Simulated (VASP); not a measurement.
A run of VASP 6.6.1:

Contents of INCAR:

```
SYSTEM = Hf3As4
ALGO     = Normal         ! electronic algorithm
EDIFF    = 1E-6           ! SCF threshold, eV
ENCUT    = 520            ! plane-wave cutoff, eV
GGA      = PE             ! functional
ISIF     = 2              ! what is computed and relaxed
ISMEAR   = 0              ! smearing method
LASPH    = .TRUE.         ! aspherical terms in the spheres
LCHARG   = .TRUE.         ! write CHGCAR
LELF     = .TRUE.         ! ELF
LREAL    = .FALSE.        ! projectors in reciprocal space
LVHAR    = .TRUE.       
LWAVE    = .FALSE.        ! write WAVECAR
NBANDS   = 34             ! bands
NELM     = 60             ! most SCF steps
PREC     = Accurate       ! precision mode
SIGMA    = 0.1            ! smearing width, eV
```

The input KPOINTS:

```
k-points
0
G
  4 4 4
  0 0 0
```

The input POSCAR:

```
Hf3As4
1.0
    5.8636031430      0.0000000000      0.0000000000
    0.0000000000      5.8636031430      0.0000000000
    0.0000000000      0.0000000000      5.8636031430
Hf As
3 4
Direct
    0.0000000000      0.0000000000      0.5000000000
    0.5000000000      0.0000000000      0.0000000000
    0.0000000000      0.5000000000      0.0000000000
    0.2664796547      0.7335203453      0.2664796547
    0.7335203453      0.2664796547      0.2664796547
    0.2664796547      0.2664796547      0.7335203453
    0.7335203453      0.7335203453      0.7335203453
```

Potentials or basis: VASP PAW PBE potentials, release 64 (Hf_pv, As).

The run is started by

```bash
$ cat potpaw_PBE.64/Hf_pv/POTCAR potpaw_PBE.64/As/POTCAR > POTCAR
$ mpirun -np 1 vasp_std > vasp.out
```

Hardware: 1 thread of Intel Xeon 8259CL, on a shared host.

**Question.** How long does it take, and how much memory?

**Answer.** Wall time 2.5 min on 1 thread of Intel Xeon 8259CL (shared host), peak memory 0.34 GiB. Counts: scf iterations 14, k points 10.
